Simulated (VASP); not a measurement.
A run of VASP 6.6.1 is set up as follows.

File INCAR:

```
PREC     = Accurate       # precision mode
ENCUT    = 750            # plane-wave cutoff, eV
EDIFF    = 1E-6           # SCF threshold, eV
ISMEAR   = 0              # smearing method
SIGMA    = 0.02           # smearing width, eV
LREAL    = False          # projectors in reciprocal space
LASPH    = True           # aspherical terms in the spheres
NELM     = 120            # most SCF steps
ALGO     = Normal         # electronic algorithm
ISIF     = 2              # what is computed and relaxed
LWAVE    = False          # write WAVECAR
LCHARG   = False          # write CHGCAR
GGA      = PS             # functional
NBANDS   = 56             # bands
GGA_COMPAT= False
```

KPOINTS

```
Automatic mesh
0
Gamma
  6 6 6
```

The input POSCAR:

```
MgO2
1.0
    4.8408307519      0.0000000000      0.0000000000
    0.0000000000      4.8408307519      0.0000000000
    0.0000000000      0.0000000000      4.8408307519
Mg O
4 8
Direct
    0.0000000000      0.5000000000      0.5000000000
    0.5000000000      0.5000000000      0.0000000000
    0.5000000000      0.0000000000      0.5000000000
    0.0000000000      0.0000000000      0.0000000000
    0.4116319358      0.0883680642      0.9116319358
    0.0883680642      0.9116319358      0.4116319358
    0.9116319358      0.4116319358      0.0883680642
    0.5883680642      0.5883680642      0.5883680642
    0.4116319358      0.4116319358      0.4116319358
    0.0883680642      0.5883680642      0.9116319358
    0.9116319358      0.0883680642      0.5883680642
    0.5883680642      0.9116319358      0.0883680642
```

Potentials or basis: VASP PAW PBE potentials, release 64 (Mg_sv, O).

Run with:

```bash
$ cat potpaw_PBE.64/Mg_sv/POTCAR potpaw_PBE.64/O/POTCAR > POTCAR
$ mpirun -np 1 vasp_std > vasp.out
```

(1) What does it give for the largest force?

(2) What does it give for the pressure?

(3) What does it give for the band gap on the k mesh?

Results:

(1) 0.140 eV/Å.

(2) 0.0 GPa.

(3) 3.95 eV (least direct gap 4.07 eV).

Caveat: the PAW data sets were made with another functional, which shifts forces and pressure a little.
